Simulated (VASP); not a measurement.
Here is a VASP 6.6.1 calculation.

File INCAR:

```
SYSTEM = Al
PREC     = Accurate       ! precision mode
ENCUT    = 520            ! plane-wave cutoff, eV
EDIFF    = 1E-6           ! SCF threshold, eV
ISMEAR   = -1             ! smearing method
SIGMA    = 0.05           ! smearing width, eV
LREAL    = .False.        ! projectors in reciprocal space
LASPH    = .True.         ! aspherical terms in the spheres
NELM     = 60             ! most SCF steps
ALGO     = Normal         ! electronic algorithm
ISIF     = 2              ! what is computed and relaxed
LWAVE    = .False.        ! write WAVECAR
LCHARG   = .False.        ! write CHGCAR
NBANDS   = 14             ! bands
```

The input KPOINTS:

```
Automatic mesh
0
Gamma
  14 14 4
  0 0 0
```

Contents of POSCAR:

```
Al
1.0
    2.8270770000      0.0047117950      0.0047117950
   -1.4094584650      2.4459651017      0.0017246367
    0.0153099883      0.0153099883      9.1859930000
Al
4
Direct
    0.0000000000      0.0000000000      0.0000000000
    0.3333333333      0.6666666667      0.2500000000
    0.0000000000      0.0000000000      0.5000000000
    0.6666666667      0.3333333333      0.7500000000
```

Potentials or basis: VASP PAW LDA potentials, release 64 (Al).

Command:

```bash
$ cat potpaw_LDA.64/Al/POTCAR > POTCAR
$ mpirun -np 1 vasp_std > vasp.out
```

(1) What does it give for the pressure?

(2) What does it give for the band gap on the k mesh?

## Answers

(1) -0.2 GPa.

(2) zero (bands 6 and 7 overlap by 5.84 eV).
